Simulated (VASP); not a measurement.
Set up this calculation in VASP 6.6.1, as the native input.

```yaml
Task: relaxation of cell and atoms
Functional: PBE
Potentials_or_basis: VASP PAW PBE potentials, release 64 (Zr_sv, B)
Cutoff: 500 eV
k_mesh: 8 × 8 × 8
Occupations: gaussian, width 0.1 eV
Spin: no spin polarisation
Dipole_correction: no
Further_INCAR_settings: ALGO = Normal; EDIFF = 1e-07; IBRION = 2; EDIFFG = -0.05; NSW = 100; ISIF = 3
```

The structure of ZrB lies in POSCAR:

```
ZrB
1.0
    0.0000000000      2.3250000000      2.3250000000
    2.3250000000      0.0000000000      2.3250000000
    2.3250000000      2.3250000000      0.0000000000
Zr B
1 1
Direct
    0.0000000000      0.0000000000      0.0000000000
    0.5000000000      0.5000000000      0.5000000000
```

The input as run:

INCAR

```
PREC     = Accurate       # precision mode
ENCUT    = 500            # plane-wave cutoff, eV
EDIFF    = 1E-7           # SCF threshold, eV
ISMEAR   = 0              # smearing method
SIGMA    = 0.1            # smearing width, eV
LREAL    = False          # projectors in reciprocal space
LASPH    = True           # aspherical terms in the spheres
NELM     = 120            # most SCF steps
ALGO     = Normal         # electronic algorithm
ISIF     = 3              # what is computed and relaxed
LWAVE    = False          # write WAVECAR
LCHARG   = False          # write CHGCAR
GGA      = PE             # functional
IBRION   = 2              # ionic algorithm
NSW      = 100            # ionic steps
EDIFFG   = -0.05          # ionic threshold
GGA_COMPAT= False        
NELMIN   = 4
```

KPOINTS

```
regular mesh
0
Gamma
  8 8 8
```

Potentials or basis: VASP PAW PBE potentials, release 64 (Zr_sv, B).

The run is started by

```sh
$ cat potpaw_PBE.64/Zr_sv/POTCAR potpaw_PBE.64/B/POTCAR > POTCAR
$ mpirun -np 1 vasp_std > vasp.out
```

Results of the run:

* Relaxed volume: 14.78 Å³/atom
* Relaxed cell: a = 3.471 Å, b = 3.471 Å, c = 3.471 Å, α = 60.00°, β = 60.00°, γ = 60.00°
* Space group after relaxing (to 0.1 Å): Fm-3m (No. 225)
* Energy gained by relaxing: 211.9 meV/atom
* Ionic steps: 4
* Pressure after relaxing: -0.2 GPa
* Band gap on the k mesh: zero (an odd number of electrons rules out a gap without spin polarisation)

Caveat: the volume moved by over 15 % at a fixed basis, so the end points are rough.

Run time: 18 s on 1 thread of AMD EPYC 9R45 96-Core Processor (Zen 5) (shared host), peak memory 0.11 GiB.
